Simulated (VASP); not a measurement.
# La (P6_3/mmc) in VASP: a series of runs, part 2 of 2

VASP 6.6.1. Earlier steps stand in the parts before.

### 4 Single point, PBEsol

This run uses another cell than the first one, of 35.43 Å³/atom.

INCAR

```
  PREC = Accurate
  ENCUT = 520
  EDIFF = 1E-7
  ISMEAR = 1
  SIGMA = 0.05
  LREAL = False
  LASPH = True
  NELM = 60
  ALGO = Normal
  ISIF = 2
  LWAVE = False
  LCHARG = True
  GGA = PS
  LELF = True
  LVHAR = True
  NBANDS = 18
```

KPOINTS

```
Automatic mesh
0
Gamma
  7 7 4
```

POSCAR

```
La
1.0
    3.6976290193      0.0000000000      0.0000000000
   -1.8488145096      3.2022406645      0.0000000000
    0.0000000000      0.0000000000      5.9852290827
La
2
Direct
    0.3333333333      0.6666666667      0.2500000000
    0.6666666667      0.3333333333      0.7500000000
```

Potentials or basis: VASP PAW PBE potentials, release 64 (La).

On the command line:

```
cat potpaw_PBE.64/La/POTCAR > POTCAR
mpirun -np 1 vasp_std > vasp.out
```

OUTCAR:

```text
PREC = Accurate
   ENCUT = 520
   EDIFF = 1E-7
   ISMEAR = 1
   LREAL = False
   LASPH = True
   NELM = 60
   ISIF = 2
   GGA = PS

 ion  position               nearest neighbor table
   1  0.333  0.667  0.250-   2 3.68   2 3.68   2 3.68   2 3.68   2 3.68   2 3.68
   2  0.667  0.333  0.750-   1 3.68   1 3.68   1 3.68   1 3.68   1 3.68   1 3.68

  LATTYP: Found a hexagonal cell.
 ALAT       =     3.6976290193
 C/A-ratio  =     1.6186667325

  Lattice vectors:

 A1 = (   3.6976290193,   0.0000000000,   0.0000000000)
 A2 = (  -1.8488145096,   3.2022406645,   0.0000000000)
 A3 = (   0.0000000000,   0.0000000000,   5.9852290827)

Analysis of symmetry for initial positions (statically):
=====================================================================
 Subroutine PRICEL returns:
 Original cell was already a primitive cell.

 Routine SETGRP: Setting up the symmetry group for a
 hexagonal supercell.

 Subroutine GETGRP returns: Found 24 space group operations
 (whereof 12 operations were pure point group operations)
 out of a pool of 24 trial point group operations.

[... 160 lines left out ...]
  free energy    TOTEN  =       -10.56882418 eV

  energy without entropy =      -10.56626564  energy(sigma->0) =      -10.56797134

 E-fermi :   8.1390     XC(G=0):  -9.8770

 val. band max:        8.1317889218   @ k =   0.2857   0.2857   0.2500
 cond. band min:       8.1464670592   @ k =   0.2857   0.2857   0.5000
 fundamental gap:      0.0146781374
 Fermi energy:         8.1389589289

 k-point     1 :       0.0000    0.0000    0.0000
  band No.  band energies     occupation
      1     -24.5908      2.00000
      2     -24.3460      2.00000
      3      -9.0239      2.00000
      4      -7.6502      2.00000
      5      -7.6502      2.00000
      6      -7.4372      2.00000
[... 481 lines left out ...]
      5      -8.3015      2.00000
      6      -8.3015      2.00000
[... 10 lines left out ...]
     17      10.1238      0.00000
     18      10.1246      0.00000

------------------------ aborting loop because EDIFF is reached ----------------------------------------

  FORCE on cell =-STRESS in cart. coord.  units (eV):
  Direction    XX          YY          ZZ          XY          YZ          ZX
  --------------------------------------------------------------------------------------
  -------------------------------------------------------------------------------------
  Total       -0.4554598     -0.4554598      0.2779750     -0.0000000      0.0000000      0.0000000
  in kB      -10.2968067    -10.2968067      6.2843188     -0.0000000      0.0000000      0.0000000
  external PRESSURE =      -4.7697648 kB  Pullay stress =       0.0000000 kB

 VOLUME and BASIS-vectors are now :
 -----------------------------------------------------------------------------
  energy-cutoff  :      520.00
  volume of cell :       70.87
      direct lattice vectors                 reciprocal lattice vectors
     3.697629019  0.000000000  0.000000000     0.270443572  0.156140669  0.000000000
    -1.848814510  3.202240665  0.000000000     0.000000000  0.312281338  0.000000000
     0.000000000  0.000000000  5.985229083     0.000000000  0.000000000  0.167077983

 POSITION                                       TOTAL-FORCE (eV/Angst)
 -----------------------------------------------------------------------------------
     -0.00000      2.13483      1.49631         0.000000      0.000000      0.000000
      1.84881      1.06741      4.48892        -0.000000     -0.000000      0.000000
 -----------------------------------------------------------------------------------
    total drift:                                0.000000     -0.000000      0.000000

  FREE ENERGIE OF THE ION-ELECTRON SYSTEM (eV)
  ---------------------------------------------------
  free  energy   TOTEN  =       -10.5688241836 eV

  energy  without entropy=      -10.5662656409  energy(sigma->0) =      -10.56797134
```

OSZICAR:

```text
N       E                     dE             d eps       ncg     rms          rms(c)
DAV:   1     0.240571218912E+03    0.24057E+03   -0.80656E+03   872   0.170E+03
DAV:   2     0.258786166472E+02   -0.21469E+03   -0.21126E+03  1216   0.304E+02
DAV:   3    -0.697742454962E+01   -0.32856E+02   -0.32259E+02  1424   0.136E+02
DAV:   4    -0.102971762436E+02   -0.33198E+01   -0.32847E+01  1724   0.385E+01
DAV:   5    -0.105773043554E+02   -0.28013E+00   -0.27888E+00  1392   0.101E+01    0.330E+00
DAV:   6    -0.105886941268E+02   -0.11390E-01   -0.58119E-01  1728   0.495E+00    0.165E+00
DAV:   7    -0.105706678881E+02    0.18026E-01   -0.40040E-02  1432   0.123E+00    0.563E-01
DAV:   8    -0.105686825379E+02    0.19854E-02   -0.79854E-03  1728   0.659E-01    0.770E-02
DAV:   9    -0.105687616699E+02   -0.79132E-04   -0.72039E-04  1488   0.183E-01    0.443E-02
DAV:  10    -0.105687905451E+02   -0.28875E-04   -0.16841E-04  1600   0.829E-02    0.424E-02
DAV:  11    -0.105688142049E+02   -0.23660E-04   -0.60119E-05  1488   0.628E-02    0.198E-02
DAV:  12    -0.105688238351E+02   -0.96302E-05   -0.36045E-05  1592   0.488E-02    0.444E-03
DAV:  13    -0.105688234676E+02    0.36746E-06   -0.55976E-06  1568   0.189E-02    0.335E-03
DAV:  14    -0.105688241542E+02   -0.68658E-06   -0.20157E-06  1536   0.127E-02    0.293E-04
DAV:  15    -0.105688241836E+02   -0.29430E-07   -0.62340E-08  1096   0.334E-03
   1 F= -.10568824E+02 E0= -.10567971E+02  d E =-.255854E-02
```

stdout:

```text
POSCAR found type information on POSCAR La
 POSCAR found :  1 types and       2 ions
 scaLAPACK will be used
 -----------------------------------------------------------------------------
|                                                                             |
|                                                                             |
|     You enforced a specific xc type in the INCAR file but a different       |
|     I HOPE YOU KNOW WHAT YOU ARE DOING!                                     |
|                                                                             |
 -----------------------------------------------------------------------------

 LDA part: xc-table for (Slater+PW92), standard interpolation
 POSCAR, INCAR and KPOINTS ok, starting setup
 FFT: planning ... GRIDC
 FFT: planning ... GRID_SOFT
 FFT: planning ... GRID
 WAVECAR not read
 entering main loop
```

Wall time 56 s (1 thread of Intel Xeon Platinum 8559C (Emerald Rapids), shared host); peak memory 0.19 GiB.

Results:

```
Free energy            : -10.5688 eV
Pressure               : -0.5 GPa
Band gap on the k mesh : zero (bands 11 and 12 overlap by 1.51 eV)
```

Stress tensor (GPa, compression positive):
```
-1.03  0.00  0.00
 0.00 -1.03  0.00
 0.00  0.00  0.63
```

Caveat: the PAW data sets were made with another functional, which shifts forces and pressure a little; spin-orbit coupling is left out, which moves the levels of the heavy elements.

### 5 Relaxation of volume and atoms at fixed shape, PBEsol

This run uses another cell than the first one, of 36.96 Å³/atom.

INCAR

```
SYSTEM = La
PREC = Accurate
ENCUT = 600
EDIFF = 1E-6
ISMEAR = 1
SIGMA = 0.05
LREAL = .False.
LASPH = .True.
NELM = 60
ALGO = Normal
ISIF = 8
LWAVE = .False.
LCHARG = .False.
GGA = PS
IBRION = 2
NSW = 80
EDIFFG = -0.01
```

KPOINTS

```
regular mesh
0
Gamma
  7 7 4
  0 0 0
```

POSCAR

```
La
1.0
    3.7500000000      0.0000000000      0.0000000000
   -1.8750000000      3.2475950000      0.0000000000
    0.0000000000      0.0000000000      6.0700000000
La
2
Direct
    0.3333333333      0.6666666667      0.2500000000
    0.6666666667      0.3333333333      0.7500000000
```

On the command line:

```
cat potpaw_PBE.64/La/POTCAR > POTCAR
mpirun -np 1 vasp_std > vasp.out
```

It took 3.5 min on 1 thread of Intel Xeon 8259CL, shared host; peak memory 0.22 GiB.

Results (log left out):

```
Free energy                           : -10.5708 eV
Relaxed volume                        : 34.85 Å³/atom
Relaxed cell                          : a = 3.677 Å, b = 3.677 Å, c = 5.952 Å, α = 90.00°, β = 90.00°, γ = 120.00°
Space group after relaxing (to 0.1 Å) : P6_3/mmc (No. 194)
Energy gained by relaxing             : 10.4 meV/atom
Ionic steps                           : 3
Pressure after relaxing               : 0.0 GPa
Band gap on the k mesh                : zero (bands 11 and 12 overlap by 1.54 eV)
```

Stress tensor (GPa, compression positive):
```
-0.63  0.00  0.00
 0.00 -0.63  0.00
 0.00  0.00  1.21
```

The path:
```tsv
step	energy change (eV)	largest force (eV/Å)	pressure (GPa)	volume (Å³)
1	0.0000	0.0000	-1.48	73.92
2	-0.0201	0.0000	-0.26	70.33
3	-0.0207	0.0000	-0.02	69.69
```

Final structure:
```
La
1.0
     3.67704    0.00000    0.00000
    -1.83852    3.18441    0.00000
     0.00000    0.00000    5.95190
La
2
Direct
  0.33333 0.66667 0.25000
  0.66667 0.33333 0.75000
```

Levels at points of the mesh, in eV from the Fermi level:
```csv
k point,band 8,band 9,band 10,band 11,band 12,band 13,band 14,band 15
"(0.00, 0.00, 0.00)",-15.47,-3.15,-1.82,1.16,1.40,1.40,1.71,1.80
"(0.00, 0.00, 0.50)",-15.63,-1.79,-1.79,0.71,0.71,1.45,1.45,1.45
```

Caveat: the PAW data sets were made with another functional, which shifts forces and pressure a little; spin-orbit coupling is left out, which moves the levels of the heavy elements.

### 6 Overview

```tsv
task	cell	cutoff (eV)	gap on the mesh (eV)	pressure (GPa)
single point	a = 3.649, b = 3.649, c = 5.906 Å, angles 90.0, 90.0, 120.0°, 2 atoms	520	none	0.7
single point	a = 3.673, b = 3.673, c = 5.946 Å, angles 90.0, 90.0, 120.0°, 2 atoms	520	none	0.1
single point	a = 3.698, b = 3.698, c = 5.985 Å, angles 90.0, 90.0, 120.0°, 2 atoms	520	none	-0.5
relaxation of volume and atoms at fixed shape	relaxed from a = 3.750, b = 3.750, c = 6.070 Å, angles 90.0, 90.0, 120.0°, 2 atoms	600	none	0.0
```

Alike in all rows: level PBEsol; potentials or basis VASP PAW PBE potentials, release 64 (La); no spin polarisation; k mesh 7 × 7 × 4; smearing methfessel-paxton 0.05 eV.

Caveats: the PAW data sets were made with another functional, which shifts forces and pressure a little; spin-orbit coupling is left out, which moves the levels of the heavy elements.

Absolute energies hang on the potentials; compare differences alone.
